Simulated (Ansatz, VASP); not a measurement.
Rb3Sb2P3: VASP beside Ansatz

```
Rb Sb P
1.0
     7.72158    0.00000    0.00000
     0.00000    7.72158    0.00000
     0.00000    0.00000    7.72158
Rb Sb P
3 2 3
Direct
  0.50000 0.00000 0.00000
  0.00000 0.50000 0.00000
  0.00000 0.00000 0.50000
  0.50000 0.50000 0.50000
  0.00000 0.00000 0.00000
  0.00000 0.50000 0.50000
  0.50000 0.00000 0.50000
  0.50000 0.50000 0.00000
```

Alike in both runs: task relaxation of cell and atoms; functional PBE; k mesh 2 × 2 × 2; occupations gaussian, width 0.1 eV; no spin polarisation.

|  | VASP | Ansatz |
| --- | --- | --- |
| version | VASP 6.6.1 | Ansatz 0.2.0 |
| potentials or method | VASP PAW PBE potentials, release 64 (Rb_sv, Sb, P), cutoff 600 eV | scalar-relativistic, plane waves, PAW |
| valence electrons in the cell | 52 | 72 |

|  | VASP | Ansatz | Ansatz less VASP |
| --- | --- | --- | --- |
| gap on the k mesh at the Fermi level, each at its own relaxed structure (eV) | none | none | - |
| relaxed volume (Å³/atom) | 35.32 | 35.22 | -0.091 |
| relaxed length of the cell vector where the two differ most in proportion (Å) | 6.562 | 6.556 | -0.0056 |

A gap of «none» marks a metal or a gap that the smearing closes. VASP's potentials hold 52 valence electrons a cell and Ansatz's 72, so a difference there can come from the potentials and not from the codes.

The k mesh is coarse, so the values compare programs but aren't converged. Neither program's run includes spin-orbit coupling. Noted on VASP's run: the volume moved by over 15 % at a fixed basis, so the end points are rough.
